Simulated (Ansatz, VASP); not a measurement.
One calculation of Ga, two programs

The input POSCAR:

```
Ga
1.0
    2.2318501700     -3.7932285796      0.0000000000
    2.2318501700      3.7932285796      0.0000000000
    0.0000000000      0.0000000000      4.5346411306
Ga
4
Direct
    0.8442341977      0.1557658023      0.0855794111
    0.6557658023      0.3442341977      0.5855794111
    0.1557658023      0.8442341977      0.9144205889
    0.3442341977      0.6557658023      0.4144205889
```

Contents of INCAR.step1:

```
SYSTEM = Ga
PREC     = Accurate       ! precision mode
ENCUT    = 520            ! plane-wave cutoff, eV
ISMEAR   = 1              ! smearing method
SIGMA    = 0.03           ! smearing width, eV
LREAL    = .False.        ! projectors in reciprocal space
LASPH    = .True.         ! aspherical terms in the spheres
NELM     = 60             ! most SCF steps
NBANDS   = 34             ! bands
GGA      = PE             ! functional
ALGO     = Normal         ! electronic algorithm
EDIFF    = 1E-4           ! SCF threshold, eV
LWAVE    = .True.         ! write WAVECAR
LCHARG   = .False.        ! write CHGCAR
```

The input INCAR.step2:

```
SYSTEM = Ga
PREC     = Accurate       ! precision mode
ENCUT    = 520            ! plane-wave cutoff, eV
EDIFF    = 1E-6           ! SCF threshold, eV
ISMEAR   = 1              ! smearing method
SIGMA    = 0.03           ! smearing width, eV
LREAL    = .False.        ! projectors in reciprocal space
LASPH    = .True.         ! aspherical terms in the spheres
NELM     = 60             ! most SCF steps
ALGO     = Normal         ! electronic algorithm
ISIF     = 2              ! what is computed and relaxed
LWAVE    = .False.        ! write WAVECAR
LCHARG   = .False.        ! write CHGCAR
METAGGA  = R2SCAN         ! meta-GGA
LMIXTAU  = .True.       
NBANDS   = 34             ! bands
ISTART   = 1
```

The input KPOINTS:

```
regular mesh
0
Gamma
  8 8 7
  0 0 0
```

Input for Ansatz:

```yaml
crystal:
  lattice:
    - [2.23185017, -3.7932285796, 0.0]
    - [2.23185017, 3.7932285796, 0.0]
    - [0.0, 0.0, 4.5346411306]
  atoms:
    - { symbol: Ga, position: [0.8442341977, 0.1557658023, 0.0855794111] }
    - { symbol: Ga, position: [0.6557658023, 0.3442341977, 0.5855794111] }
    - { symbol: Ga, position: [0.1557658023, 0.8442341977, 0.9144205889] }
    - { symbol: Ga, position: [0.3442341977, 0.6557658023, 0.4144205889] }
hamiltonian:
  xc: r2scan
  pseudopotentials:
    kind: paw
    azcp:
      Ga: "pseudopotentials/Ga.paw.azcp"
basis:
  ecutwfc: 500
  fft_grid_basis: typed
kpoints:
  mp_grid: { grid: [8, 8, 7], shift: [0, 0, 0] }
magnetization:
  spin_polarized: false
scf:
  occupations: { method: methfessel_paxton, width: 0.03 }
  lower_state_search: "off"
output:
  stress: true
```

Alike in both runs: task single point; functional r2SCAN; k mesh 8 × 8 × 7; occupations methfessel-paxton of order 1, width 0.03 eV; no spin polarisation.

```csv
,VASP,Ansatz
version,VASP 6.6.1,Ansatz 0.2.0
potentials or method,"VASP PAW PBE potentials, release 64 (Ga_d), cutoff 520 eV","plane waves (500 eV) with PAW, scalar-relativistic"
valence electrons in the cell,52,52
```

Ansatz gave:

- pressure (GPa): 0.0
- traceless stress, the component that is largest in VASP (GPa): 0.20

Task: What did VASP give for the same quantities?

Result: Pressure (GPa): 0.1; traceless stress, the component that is largest in VASP (GPa): 0.13.

VASP's potentials were made for PBE, not for r2SCAN.
